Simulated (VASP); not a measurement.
# SnSe (Fm-3m) in VASP: notebook, part 2 of 2

VASP 6.6.1. The steps go on from the part before.

### 5 Relaxation of cell and atoms, revPBE

Input file INCAR:

```
SYSTEM = SnSe
PREC = Accurate
ENCUT = 600
EDIFF = 1E-7
ISMEAR = -1
SIGMA = 0.05
LREAL = .FALSE.
LASPH = .TRUE.
NELM = 100
ALGO = Normal
ISIF = 3
LWAVE = .FALSE.
LCHARG = .FALSE.
GGA = RE
IBRION = 2
NSW = 80
EDIFFG = -0.005
```

Input file KPOINTS:

```
Automatic mesh
0
G
  8 8 8
  0 0 0
```

Input file POSCAR:

```
SnSe
1.0
    0.0000000000      3.0100000000      3.0100000000
    3.0100000000      0.0000000000      3.0100000000
    3.0100000000      3.0100000000      0.0000000000
Sn Se
1 1
Direct
    0.0000000000      0.0000000000      0.0000000000
    0.5000000000      0.5000000000      0.5000000000
```

Potentials or basis: VASP PAW PBE potentials, release 64 (Sn_d, Se).

Started as:

```sh
$ cat potpaw_PBE.64/Sn_d/POTCAR potpaw_PBE.64/Se/POTCAR > POTCAR
$ mpirun -np 1 vasp_std > vasp.out
```

OUTCAR:

```text
SYSTEM = SnSe
   PREC = Accurate
   ENCUT = 600
   EDIFF = 1E-7
   ISMEAR = -1
   LREAL = .FALSE.
   LASPH = .TRUE.
   NELM = 100
   ISIF = 3
   GGA = RE
   IBRION = 2
   NSW = 80
   EDIFFG = -0.005

 ion  position               nearest neighbor table
   1  0.000  0.000  0.000-   2 3.01   2 3.01   2 3.01   2 3.01   2 3.01   2 3.01
   2  0.500  0.500  0.500-   1 3.01   1 3.01   1 3.01   1 3.01   1 3.01   1 3.01

  LATTYP: Found a face centered cubic cell.
 ALAT       =     6.0200000000

  Lattice vectors:

 A1 = (   0.0000000000,   3.0100000000,   3.0100000000)
 A2 = (   3.0100000000,   0.0000000000,   3.0100000000)
 A3 = (   3.0100000000,   3.0100000000,   0.0000000000)

Analysis of symmetry for initial positions (statically):
=====================================================================
 Subroutine PRICEL returns:
 Original cell was already a primitive cell.
[... 269 lines left out ...]
      8       3.1318      2.00000
      9       3.1318      2.00000
     10       3.1318      2.00000
     11       9.3971      0.00000
     12       9.3971      0.00000
     13       9.3971      0.00000
     14      11.1400      0.00000
[... 377 lines left out ...]
      1     -16.4742      2.00000
      2     -16.4674      2.00000
      3     -16.4640      2.00000
      4     -16.4613      2.00000
      5     -16.4571      2.00000
      6      -7.3925      2.00000
      7      -2.2072      2.00000
      8       1.6943      2.00000
      9       2.1911      2.00000
     10       4.4143      2.00000
     11       6.2755      0.00000
     12       8.2533      0.00000
     13       9.0580      0.00000
     14      12.4154      0.00000

 [... further k-points ...]

------------------------ aborting loop because EDIFF is reached ----------------------------------------

  FORCE on cell =-STRESS in cart. coord.  units (eV):
  Direction    XX          YY          ZZ          XY          YZ          ZX
  --------------------------------------------------------------------------------------
  -------------------------------------------------------------------------------------
  Total        0.0019563      0.0019563      0.0019563      0.0000000      0.0000000     -0.0000000
  in kB        0.0550602      0.0550602      0.0550602      0.0000000      0.0000000     -0.0000000
  external PRESSURE =       0.0550602 kB  Pullay stress =       0.0000000 kB
[... 17 lines left out ...]
  FREE ENERGIE OF THE ION-ELECTRON SYSTEM (eV)
  ---------------------------------------------------
  free  energy   TOTEN  =        -7.6196027950 eV

  energy  without entropy=       -7.6194158408  energy(sigma->0) =       -7.61950932

 reached required accuracy - stopping structural energy minimisation
```

OSZICAR:

```text
N       E                     dE             d eps       ncg     rms          rms(c)
DAV:   1     0.137092990926E+03    0.13709E+03   -0.11090E+04   818   0.195E+03
DAV:   2     0.556945660532E+01   -0.13152E+03   -0.12916E+03   866   0.407E+02
DAV:   3    -0.743918764590E+01   -0.13009E+02   -0.12835E+02  1058   0.107E+02
DAV:   4    -0.777258714380E+01   -0.33340E+00   -0.33329E+00   896   0.192E+01
[... 30 lines left out ...]
DAV:   5    -0.761960259535E+01    0.57677E-05   -0.23662E-05  1050   0.544E-02    0.106E-02
DAV:   6    -0.761960382499E+01   -0.12296E-05   -0.50749E-06   890   0.315E-02    0.194E-03
DAV:   7    -0.761960330872E+01    0.51627E-06   -0.44108E-07   926   0.914E-03    0.121E-03
DAV:   8    -0.761960284012E+01    0.46860E-06   -0.62812E-08   424   0.244E-03    0.202E-04
DAV:   9    -0.761960279500E+01    0.45120E-07   -0.15419E-08   460   0.119E-03
   3 F= -.76196028E+01 E0= -.76195093E+01  d E =-.152480E-01
```

CONTCAR:

```text
SnSe
   1.00000000000000
    -0.0000000000000000    3.0532246283385995    3.0532246283385995
     3.0532246283385995    0.0000000000000000    3.0532246283385995
     3.0532246283385995    3.0532246283385995   -0.0000000000000000
  Sn              Se
     1     1
Direct
     0.0000000000000000    0.0000000000000000    0.0000000000000000
     0.5000000000000000    0.5000000000000000    0.5000000000000000

  0.00000000E+00  0.00000000E+00  0.00000000E+00
  0.00000000E+00  0.00000000E+00  0.00000000E+00
```

Wall time 2.1 min (1 thread of Intel Xeon 8259CL, shared host); peak memory 0.23 GiB.

What came out:

```
Free energy                            : -7.6196 eV
Relaxed volume                         : 28.46 Å³/atom
Relaxed cell                           : a = 4.318 Å, b = 4.318 Å, c = 4.318 Å, α = 60.00°, β = 60.00°, γ = 60.00°
Space group after relaxing (to 0.05 Å) : Fm-3m (No. 225)
Energy gained by relaxing              : 7.6 meV/atom
Ionic steps                            : 3
Pressure after relaxing                : 0.0 GPa
Band gap on the k mesh                 : 0.37 eV, direct
```

Step by step:
```csv
step,energy change (eV),largest force (eV/Å),pressure (GPa),volume (Å³)
1,0.0000,0.0000,2.13,54.54
2,-0.0146,0.0000,-0.40,57.45
3,-0.0152,0.0000,0.01,56.93
```

Final structure:
```yaml
crystal:
  lattice:
    - [0.00000, 3.05322, 3.05322]
    - [3.05322, 0.00000, 3.05322]
    - [3.05322, 3.05322, 0.00000]
  atoms:
    - { symbol: Sn, position: [0.00000, 0.00000, 0.00000] }
    - { symbol: Se, position: [0.50000, 0.50000, 0.50000] }
```

Caveat: the PAW data sets were made with another functional, which shifts forces and pressure a little; spin-orbit coupling is left out, which moves the levels of the heavy elements. A k mesh can miss the band edges.

### 6 Overview

| task | level | cell | cutoff (eV) | smearing | gap on the mesh (eV) | pressure (GPa) |
| --- | --- | --- | --- | --- | --- | --- |
| single point | PBE | a = 4.257 Å, angles 60.0°, 2 atoms | 520 | gaussian 0.023 eV | 0.58 | 0.9 |
| single point | BLYP+D3(BJ) | a = 4.253 Å, angles 60.0°, 2 atoms | 520 | fermi-dirac 0.05 eV | 0.41 | 0.1 |
| single point | revPBE | a = 4.319 Å, angles 60.0°, 2 atoms | 520 | fermi-dirac 0.05 eV | 0.37 | -0.1 |
| relaxation of cell and atoms | revPBE | relaxed from a = 4.257 Å, angles 60.0°, 2 atoms | 600 | fermi-dirac 0.05 eV | 0.37 | 0.0 |

Alike in all rows: potentials or basis VASP PAW PBE potentials, release 64 (Sn_d, Se); no spin polarisation; k mesh 8 × 8 × 8.

Caveats: spin-orbit coupling is left out, which moves the levels of the heavy elements; the PAW data sets were made with another functional, which shifts forces and pressure a little (some runs).

Absolute energies hang on the potentials; compare differences alone.
